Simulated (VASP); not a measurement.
# TiO (P-6m2) in VASP: a series of runs

TiO is run at these levels: r2SCAN; tasks: relaxation of cell and atoms, relaxation of shape and atoms at fixed volume.

Program: VASP 6.6.1. These are calculated values, not measurements. Logs are shortened: lines on timing, memory, paths and dates and some standing lists are left out, and cuts for length are marked.

## (1) The cell of the first run

It takes space group P-6m2 (No. 187, hexagonal). Conventional cell: a = 2.802 Å, b = 2.802 Å, c = 2.822 Å, α = 90.00°, β = 90.00°, γ = 120.00°. Ti (site symmetry -6m2) has 6 O at 2.15 Å and 8 Ti at 2.80 to 2.82 Å within 2.9 Å. Within 2.9 Å of O (site symmetry -6m2) lie 6 Ti at 2.15 Å and 8 O at 2.80 to 2.82 Å.

## (2) Relaxation of cell and atoms, r2SCAN

The input, POSCAR:

```
TiO
1.0
    2.8016567599      0.0000000000      0.0000000000
   -1.4008283799      2.4263059268      0.0000000000
    0.0000000000      0.0000000000      2.8220964119
Ti O
1 1
Direct
    0.6666666667      0.3333333333      0.0000000000
    0.0000000000      0.0000000000      0.5000000000
```

The input, INCAR.step1:

```
SYSTEM = TiO
PREC = Accurate
ENCUT = 600
ISMEAR = 0
SIGMA = 0.1
LREAL = .FALSE.
LASPH = .TRUE.
NELM = 100
GGA = PE
ALGO = Normal
EDIFF = 1E-4
LWAVE = .TRUE.
LCHARG = .FALSE.
```

The input, INCAR.step2:

```
SYSTEM = TiO
PREC = Accurate
ENCUT = 600
EDIFF = 1E-6
ISMEAR = 0
SIGMA = 0.1
LREAL = .FALSE.
LASPH = .TRUE.
NELM = 100
ALGO = Normal
ISIF = 3
LWAVE = .FALSE.
LCHARG = .FALSE.
METAGGA = R2SCAN
LMIXTAU = .TRUE.
IBRION = 2
NSW = 100
EDIFFG = -0.005
ISTART = 1
```

The input, KPOINTS:

```
regular mesh
0
G
  18 18 14
  0 0 0
```

Potentials or basis: VASP PAW PBE potentials, release 64 (Ti_sv, O).

Launch:

```console
$ cat potpaw_PBE.64/Ti_sv/POTCAR potpaw_PBE.64/O/POTCAR > POTCAR
$ cp INCAR.step1 INCAR
$ mpirun -np 1 vasp_std > vasp.out
$ cp INCAR.step2 INCAR
$ mpirun -np 1 vasp_std > vasp.out
```

OUTCAR:

```text
SYSTEM = TiO
   PREC = Accurate
   ENCUT = 600
   EDIFF = 1E-6
   ISMEAR = 0
   LREAL = .FALSE.
   LASPH = .TRUE.
   NELM = 100
   ISIF = 3
   METAGGA = R2SCAN
   IBRION = 2
   NSW = 100
   EDIFFG = -0.005
   ISTART = 1

 ion  position               nearest neighbor table
   1  0.667  0.333  0.000-   2 2.15   2 2.15   2 2.15   2 2.15   2 2.15   2 2.15
   2  0.000  0.000  0.500-   1 2.15   1 2.15   1 2.15   1 2.15   1 2.15   1 2.15

  LATTYP: Found a hexagonal cell.
 ALAT       =     2.8016567599
 C/A-ratio  =     1.0072955589

  Lattice vectors:

 A1 = (   2.8016567599,   0.0000000000,   0.0000000000)
 A2 = (  -1.4008283799,   2.4263059268,   0.0000000000)
 A3 = (   0.0000000000,   0.0000000000,   2.8220964119)

Analysis of symmetry for initial positions (statically):
=====================================================================
 Subroutine PRICEL returns:
 Original cell was already a primitive cell.

 Routine SETGRP: Setting up the symmetry group for a
 hexagonal supercell.

 Subroutine GETGRP returns: Found 12 space group operations
 (whereof 12 operations were pure point group operations)
 out of a pool of 24 trial point group operations.

The static configuration has the point symmetry D_3h.

Analysis of symmetry for dynamics (positions and initial velocities):
=====================================================================
 Subroutine PRICEL returns:
 Original cell was already a primitive cell.

 Routine SETGRP: Setting up the symmetry group for a
 hexagonal supercell.

 Subroutine GETGRP returns: Found 12 space group operations
 (whereof 12 operations were pure point group operations)
 out of a pool of 24 trial point group operations.

The dynamic configuration has the point symmetry D_3h.

 Subroutine INISYM returns: Found 12 space group operations
 (whereof 12 operations are pure point group operations),
 and found     1 'primitive' translations

----------------------------------------------------------------------------------------

                                     Primitive cell

  volume of cell :      19.1837

  direct lattice vectors                    reciprocal lattice vectors
     2.801656760  0.000000000  0.000000000     0.356931661  0.206074590  0.000000000
    -1.400828380  2.426305927  0.000000000     0.000000000  0.412149181  0.000000000
     0.000000000  0.000000000  2.822096412     0.000000000  0.000000000  0.354346505

  length of vectors
     2.801656760  2.801656760  2.822096412     0.412149181  0.412149181  0.354346505

  position of ions in fractional coordinates (direct lattice)
     0.666666667  0.333333333  0.000000000
     0.000000000  0.000000000  0.500000000

  ion indices of the primitive-cell ions
   primitive index   ion index
                 1           1
                 2           2

----------------------------------------------------------------------------------------

 KPOINTS: regular mesh

Automatic generation of k-mesh.
 Grid dimensions read from file:
 generate k-points for:   18   18   14

 Generating k-lattice:

  Cartesian coordinates                     Fractional coordinates (reciprocal lattice)
     0.019829537  0.011448588  0.000000000     0.055555556  0.000000000  0.000000000
     0.000000000  0.022897177  0.000000000     0.000000000  0.055555556  0.000000000
     0.000000000  0.000000000  0.025310465     0.000000000  0.000000000  0.071428571

  Length of vectors
     0.022897177  0.022897177  0.025310465

  Shift w.r.t. Gamma in fractional coordinates (k-lattice)
     0.000000000  0.000000000  0.000000000

 Subroutine IBZKPT returns following result:
 ===========================================

 Found    296 irreducible k-points:

 Following reciprocal coordinates:
            Coordinates               Weight
  0.000000  0.000000  0.000000      1.000000
  0.055556 -0.000000  0.000000      6.000000
  0.111111 -0.000000  0.000000      6.000000
  0.166667 -0.000000  0.000000      6.000000
  0.222222 -0.000000  0.000000      6.000000
  0.277778  0.000000  0.000000      6.000000
[... 16 lines left out ...]
  0.333333  0.111111  0.000000     12.000000
  0.388889  0.111111  0.000000     12.000000
 [... further k-points ...]
   k-points           NKPTS =    296   k-points in BZ     NKDIM =    296   number of bands    NBANDS=     13
   number of dos      NEDOS =    301   number of ions     NIONS =      2
   total plane-waves  NPLWV =  13824
   dimension x,y,z NGX =    24 NGY =   24 NGZ =   24
   dimension x,y,z NGXF=    48 NGYF=   48 NGZF=   48
   ions per type =               1   1
   NGX,Y,Z   is equivalent  to a cutoff of  14.24, 14.24, 14.14 a.u.
   NGXF,Y,Z  is equivalent  to a cutoff of  28.48, 28.48, 28.28 a.u.
 SYSTEM =  TiO
   PREC   = accura    normal or accurate (medium, high low for compatibility)
   ISTART =      1    job   : 0-new  1-cont  2-samecut
   ICHARG =      0    charge: 1-file 2-atom 10-const
   ISPIN  =      1    spin polarized calculation?
   LNONCOLLINEAR =      F non collinear calculations
   LSORBIT =      F    spin-orbit coupling
   LASPH  =      T    aspherical Exc in radial PAW
   ENCUT  =  600.0 eV  44.10 Ry    6.64 a.u.   5.60  5.60  5.64*2*pi/ulx,y,z
   NELM   =    100;   NELMIN=  2; NELMDL=  0     # of ELM steps
   EDIFF  = 0.1E-05   stopping-criterion for ELM
   LREAL  =      F    real-space projection
   EDIFFG = -.5E-02   stopping-criterion for IOM
   NSW    =    100    number of steps for IOM
   IBRION =      2    ionic relax: 0-MD 1-quasi-New 2-CG
   NFREE  =      1    steps in history (QN), initial steepest desc. (CG)
   ISIF   =      3    stress and relaxation
   ISYM   =      2    0-nonsym 1-usesym 2-fastsym
   POTIM  = 0.5000    time-step for ionic-motion
   TEBEG  =    0.0;   TEEND  =   0.0 temperature during run
   PSTRESS=    0.0 pullay stress
   NELECT =      18.0000    total number of electrons
   NUPDOWN=      -1.0000    fix difference up-down
   EMIN   =  10.00;   EMAX   =-10.00  energy-range for DOS
   EFERMI =   0.00;   METHOD = LEGACY
   ISMEAR =     0;   SIGMA  =   0.10  broadening in eV -4-tet -1-fermi 0-gaus
   EFERMI_NEDOS =   21; number of points for ismear=-14 and -15
   IALGO  =     38    algorithm
   IMIX   =      4    mixing-type and parameters
     AMIX     =   0.40;   BMIX     =  1.00
     AMIX_MAG =   1.60;   BMIX_MAG =  1.00
  volume/ion in A,a.u.               =       9.59        64.73
  Fermi-wavevector in a.u.,A,eV,Ry     =   1.602710  3.028682 34.948995  2.568679
  Thomas-Fermi vector in A             =   2.699488
   LORBIT       =      0    0 simple, 1 ext, 2 COOP (PROOUT), +10 PAW based schemes
   METAGGA = R2SCAN    functional components
   LHFCALC =     F    Hartree Fock is set to
   AEXX    =    0.0000 exact exchange contribution
   IVDW    =     0    specifies the selected vdW correction
   LEPSILON=     F    determine dielectric tensor
   LRPA    =     F    only Hartree local field effects (RPA)
 conjugate gradient relaxation of ions
 non-spin polarized calculation
 Gauss-broadening in eV      SIGMA  =   0.10
  energy-cutoff  :      600.00
  volume of cell :       19.18
 maximum number of plane-waves:       659
 NGX is ok and might be reduce to    24
   NGX = 11   NGY = 11   NGZ = 11

--------------------------------------- Ionic step        1  -------------------------------------------

 number of electron      18.0000000 magnetization

 Free energy of the ion-electron system (eV)
  ---------------------------------------------------
  ext. energy  EPLUGINS =         0.00000000
  ---------------------------------------------------
  free energy    TOTEN  =       -24.38083336 eV

  energy without entropy =      -24.38064792  energy(sigma->0) =      -24.38074064

------------------------ aborting loop because EDIFF is reached ----------------------------------------

  FORCE on cell =-STRESS in cart. coord.  units (eV):
  Direction    XX          YY          ZZ          XY          YZ          ZX
  --------------------------------------------------------------------------------------
  -------------------------------------------------------------------------------------
  Total        0.2008863      0.2008863      0.1684363      0.0000000     -0.0000000      0.0000000
  in kB       16.7775529     16.7775529     14.0674017      0.0000000     -0.0000000      0.0000000
  external PRESSURE =      15.8741692 kB  Pullay stress =       0.0000000 kB
[... 237 lines left out ...]
  energy  without entropy=      -24.3812366748  energy(sigma->0) =      -24.38132941

--------------------------------------- Ionic step        8  -------------------------------------------

 number of electron      18.0000001 magnetization

 Free energy of the ion-electron system (eV)
  ---------------------------------------------------
  ext. energy  EPLUGINS =         0.00000000
  ---------------------------------------------------
  free energy    TOTEN  =       -24.38143007 eV

  energy without entropy =      -24.38124171  energy(sigma->0) =      -24.38133589

 E-fermi :  11.5066     XC(G=0): -13.6798

 val. band max:       11.4788452201   @ k =   0.0000   0.0000   0.3571
 cond. band min:      11.5170500031   @ k =   0.0000   0.0000   0.5000
 fundamental gap:      0.0382047829
 Fermi energy:        11.5065600298

 k-point     1 :       0.0000    0.0000    0.0000
  band No.  band energies     occupation
      1     -48.7047      2.00000
      2     -23.8279      2.00000
      3     -23.4849      2.00000
      4     -23.4849      2.00000
      5     -11.7615      2.00000
      6       5.4834      2.00000
      7       5.4834      2.00000
      8       5.6550      2.00000
      9       8.3688      2.00000
     10      13.1811      0.00000
     11      13.1811      0.00000
     12      13.4250      0.00000
     13      13.8398      0.00000
[... 353 lines left out ...]
 k-point    24 :       0.3889    0.1111    0.0000
  band No.  band energies     occupation
      1     -48.5661      2.00000
      2     -24.3173      2.00000
      3     -23.7275      2.00000
      4     -23.7059      2.00000
      5     -10.4903      2.00000
      6       2.3427      2.00000
      7       4.6243      2.00000
      8       5.2845      2.00000
      9       9.4118      2.00000
     10      12.9572      0.00000
     11      13.1164      0.00000
     12      14.0680      0.00000
     13      14.8790      0.00000

 [... further k-points ...]

------------------------ aborting loop because EDIFF is reached ----------------------------------------

  FORCE on cell =-STRESS in cart. coord.  units (eV):
  Direction    XX          YY          ZZ          XY          YZ          ZX
  --------------------------------------------------------------------------------------
  -------------------------------------------------------------------------------------
  Total       -0.0094639     -0.0094639     -0.0018961     -0.0000000      0.0000000      0.0000000
  in kB       -0.7852751     -0.7852751     -0.1573315     -0.0000000      0.0000000      0.0000000
  external PRESSURE =      -0.5759606 kB  Pullay stress =       0.0000000 kB
[... 17 lines left out ...]
  FREE ENERGIE OF THE ION-ELECTRON SYSTEM (eV)
  ---------------------------------------------------
  free  energy   TOTEN  =       -24.3814300701 eV

  energy  without entropy=      -24.3812417110  energy(sigma->0) =      -24.38133589

 reached required accuracy - stopping structural energy minimisation
```

It took 9.4 min on 1 thread of Intel Xeon 6975P-C (Granite Rapids), shared host; peak memory 0.24 GiB.

Results:

- Free energy: -24.3814 eV
- Relaxed volume: 9.65 Å³/atom
- Relaxed cell: a = 2.809 Å, b = 2.809 Å, c = 2.826 Å, α = 90.00°, β = 90.00°, γ = 120.00°
- Space group after relaxing (to 0.1 Å): P-6m2 (No. 187)
- Energy gained by relaxing: 0.3 meV/atom
- Ionic steps: 8
- Pressure after relaxing: -0.1 GPa
- Band gap on the k mesh: zero (bands 9 and 10 overlap by 0.03 eV)

Step by step:
| step | energy change (eV) | largest force (eV/Å) | pressure (GPa) | volume (Å³) |
| --- | --- | --- | --- | --- |
| 1 | 0.0000 | 0.0000 | 1.59 | 19.18 |
| 2 | 0.0003 | 0.0000 | -1.86 | 19.45 |
| 3 | -0.0006 | 0.0000 | 0.00 | 19.30 |
| 4 | -0.0006 | 0.0000 | 0.07 | 19.31 |
| 5 | -0.0004 | 0.0000 | -0.95 | 19.38 |
| 6 | -0.0006 | 0.0000 | -0.11 | 19.31 |
| 7 | -0.0006 | 0.0000 | -0.07 | 19.31 |
| 8 | -0.0006 | 0.0000 | -0.06 | 19.31 |

Final structure:
```
Ti O
1.0
     2.80888    0.00000    0.00000
    -1.40444    2.43256    0.00000
     0.00000    0.00000    2.82593
Ti O
1 1
Direct
  0.66667 0.33333 0.00000
  0.00000 0.00000 0.50000
```

Caveat: the PAW data sets were made with another functional, which shifts forces and pressure a little; semilocal functionals often make such compounds metallic where correlation or magnetic order opens a gap, which also shifts bond lengths.

## (3) Relaxation of shape and atoms at fixed volume, r2SCAN (8.73 Å³/atom)

This run uses another cell than the first one, of 8.73 Å³/atom.

The input, POSCAR:

```
TiO
1.0
    2.7126555009      0.0000000000      0.0000000000
   -1.3563277504      2.3492285755      0.0000000000
    0.0000000000      0.0000000000      2.7397219858
Ti O
1 1
Direct
    0.6666666667      0.3333333333      0.0000000000
    0.0000000000      0.0000000000      0.5000000000
```

The input, INCAR.step1:

```
SYSTEM = TiO
PREC     = Accurate       ! precision mode
ENCUT    = 600            ! plane-wave cutoff, eV
ISMEAR   = 0              ! smearing method
SIGMA    = 0.1            ! smearing width, eV
LREAL    = .False.        ! projectors in reciprocal space
LASPH    = .True.         ! aspherical terms in the spheres
NELM     = 100            ! most SCF steps
GGA      = PE             ! functional
ALGO     = Normal         ! electronic algorithm
EDIFF    = 1E-4           ! SCF threshold, eV
LWAVE    = .True.         ! write WAVECAR
LCHARG   = .False.        ! write CHGCAR
```

The input, INCAR.step2:

```
SYSTEM = TiO
PREC     = Accurate       ! precision mode
ENCUT    = 600            ! plane-wave cutoff, eV
EDIFF    = 1E-6           ! SCF threshold, eV
ISMEAR   = 0              ! smearing method
SIGMA    = 0.1            ! smearing width, eV
LREAL    = .False.        ! projectors in reciprocal space
LASPH    = .True.         ! aspherical terms in the spheres
NELM     = 100            ! most SCF steps
ALGO     = Normal         ! electronic algorithm
ISIF     = 4              ! what is computed and relaxed
LWAVE    = .False.        ! write WAVECAR
LCHARG   = .False.        ! write CHGCAR
METAGGA  = R2SCAN         ! meta-GGA
LMIXTAU  = .True.       
IBRION   = 2              ! ionic algorithm
NSW      = 50             ! ionic steps
EDIFFG   = -0.01          ! ionic threshold
ISTART   = 1
```

The input, KPOINTS:

```
Automatic mesh
0
Gamma
  18 18 14
  0 0 0
```

Potentials or basis: VASP PAW PBE potentials, release 64 (Ti_sv, O).

Launch:

```console
$ cat potpaw_PBE.64/Ti_sv/POTCAR potpaw_PBE.64/O/POTCAR > POTCAR
$ cp INCAR.step1 INCAR
$ mpirun -np 1 vasp_std > vasp.out
$ cp INCAR.step2 INCAR
$ mpirun -np 1 vasp_std > vasp.out
```

Run time: 7.1 min. Hardware: 1 thread of Intel Xeon Platinum 8259CL at 2.50GHz (Skylake/Cascade Lake), shared host; peak memory 0.22 GiB.

Results (log left out):

| Item | Value |
| --- | --- |
| Free energy | -24.2099 eV |
| Energy gained by relaxing | 0.2 meV/atom |
| Ionic steps | 3 |
| Pressure after relaxing | 31.5 GPa |
| Band gap on the k mesh | zero (bands 9 and 10 overlap by 0.03 eV) |

The path:
| step | energy change (eV) | largest force (eV/Å) | pressure (GPa) | volume (Å³) |
| --- | --- | --- | --- | --- |
| 1 | 0.0000 | 0.0000 | 31.58 | 17.46 |
| 2 | -0.0003 | 0.0000 | 31.47 | 17.46 |
| 3 | -0.0003 | 0.0000 | 31.50 | 17.46 |

Final structure:
```
CELL_PARAMETERS angstrom
2.70886 0.00000 0.00000
-1.35443 2.34594 0.00000
0.00000 0.00000 2.74741
ATOMIC_POSITIONS crystal
Ti 0.66667 0.33333 0.00000
O 0.00000 0.00000 0.50000
```

Levels at points of the mesh, in eV from the Fermi level:
```tsv
k point	band 6	band 7	band 8	band 9	band 10	band 11	band 12	band 13
(0.00, 0.00, 0.00)	-6.44	-6.44	-6.20	-3.49	1.94	1.94	2.66	2.76
(0.50, 0.00, 0.00)	-10.09	-7.54	-6.11	-2.94	2.06	2.43	3.40	3.51
(0.00, 0.00, 0.50)	-10.34	-6.04	-6.04	0.00	0.00	0.69	2.44	2.44
(0.50, 0.00, 0.50)	-8.97	-8.91	-7.56	-0.96	2.44	3.42	3.48	4.38
```

Caveat: the PAW data sets were made with another functional, which shifts forces and pressure a little; semilocal functionals often make such compounds metallic where correlation or magnetic order opens a gap, which also shifts bond lengths.

## (4) Relaxation of shape and atoms at fixed volume, r2SCAN (9.02 Å³/atom)

This run uses another cell than the first one, of 9.02 Å³/atom.

The input, POSCAR:

```
TiO
1.0
    2.7443450838      0.0000000000      0.0000000000
   -1.3721725419      2.3766725593      0.0000000000
    0.0000000000      0.0000000000      2.7650615433
Ti O
1 1
Direct
    0.6666666667      0.3333333333      0.0000000000
    0.0000000000      0.0000000000      0.5000000000
```

The input, INCAR.step1:

```
  PREC = Accurate
  ENCUT = 600
  ISMEAR = 0
  SIGMA = 0.1
  LREAL = False
  LASPH = True
  NELM = 100
  GGA = PE
  ALGO = Normal
  EDIFF = 1E-4
  LWAVE = True
  LCHARG = False
```

The input, INCAR.step2:

```
  PREC = Accurate
  ENCUT = 600
  EDIFF = 1E-6
  ISMEAR = 0
  SIGMA = 0.1
  LREAL = False
  LASPH = True
  NELM = 100
  ALGO = Normal
  ISIF = 4
  LWAVE = False
  LCHARG = False
  METAGGA = R2SCAN
  LMIXTAU = True
  IBRION = 2
  NSW = 50
  EDIFFG = -0.01
  ISTART = 1
```

The input, KPOINTS:

```
Automatic mesh
0
Gamma
  18 18 14
```

Launch:

```console
$ cat potpaw_PBE.64/Ti_sv/POTCAR potpaw_PBE.64/O/POTCAR > POTCAR
$ cp INCAR.step1 INCAR
$ mpirun -np 1 vasp_std > vasp.out
$ cp INCAR.step2 INCAR
$ mpirun -np 1 vasp_std > vasp.out
```

It took 6.8 min on 1 thread of Intel Xeon Platinum 8259CL at 2.50GHz (Skylake/Cascade Lake), shared host; peak memory 0.23 GiB.

The run converged. Its results:

- Free energy: -24.3036 eV
- Energy gained by relaxing: 0.1 meV/atom
- Ionic steps: 3
- Pressure after relaxing: 19.9 GPa
- Band gap on the k mesh: zero (bands 9 and 10 overlap by 0.03 eV)

Step by step:
```csv
step,energy change (eV),largest force (eV/Å),pressure (GPa),volume (Å³)
1,0.0000,0.0000,20.00,18.03
2,-0.0002,0.0000,19.88,18.03
3,-0.0003,0.0000,19.90,18.03
```

Final structure:
```
Ti O
1.0
     2.74083    0.00000    0.00000
    -1.37042    2.37363    0.00000
     0.00000    0.00000    2.77216
Ti O
1 1
Direct
  0.66667 0.33333 0.00000
  0.00000 0.00000 0.50000
```

Levels at points of the mesh, in eV from the Fermi level:
```csv
k point,band 5,band 6,band 7,band 8,band 9,band 10,band 11,band 12,band 13
"(0.00, 0.00, 0.00)",-23.76,-6.31,-6.31,-6.09,-3.37,1.85,1.85,2.47,2.55
"(0.50, 0.00, 0.00)",-22.28,-9.86,-7.33,-6.01,-2.83,1.98,2.28,3.26,3.34
"(0.00, 0.00, 0.50)",-22.28,-10.15,-5.92,-5.92,0.00,0.00,0.66,2.34,2.34
"(0.50, 0.00, 0.50)",-22.54,-8.79,-8.71,-7.38,-0.96,2.28,3.26,3.32,4.18
```

Caveat: the PAW data sets were made with another functional, which shifts forces and pressure a little; semilocal functionals often make such compounds metallic where correlation or magnetic order opens a gap, which also shifts bond lengths.

## (5) Summary

```csv
task,cell,gap on the mesh (eV),pressure (GPa)
relaxation of cell and atoms,"relaxed from a = 2.802, b = 2.802, c = 2.822 Å, angles 90.0, 90.0, 120.0°, 2 atoms",none,-0.1
relaxation of shape and atoms at fixed volume,"relaxed from a = 2.713, b = 2.713, c = 2.740 Å, angles 90.0, 90.0, 120.0°, 2 atoms",none,31.5
relaxation of shape and atoms at fixed volume,"relaxed from a = 2.744, b = 2.744, c = 2.765 Å, angles 90.0, 90.0, 120.0°, 2 atoms",none,19.9
```

Alike in all rows: level r2SCAN; potentials or basis VASP PAW PBE potentials, release 64 (Ti_sv, O); no spin polarisation; k mesh 18 × 18 × 14; cutoff (eV) 600; smearing gaussian 0.1 eV.

Caveats: the PAW data sets were made with another functional, which shifts forces and pressure a little; semilocal functionals often make such compounds metallic where correlation or magnetic order opens a gap, which also shifts bond lengths.

Absolute energies hang on the potentials; compare differences alone.
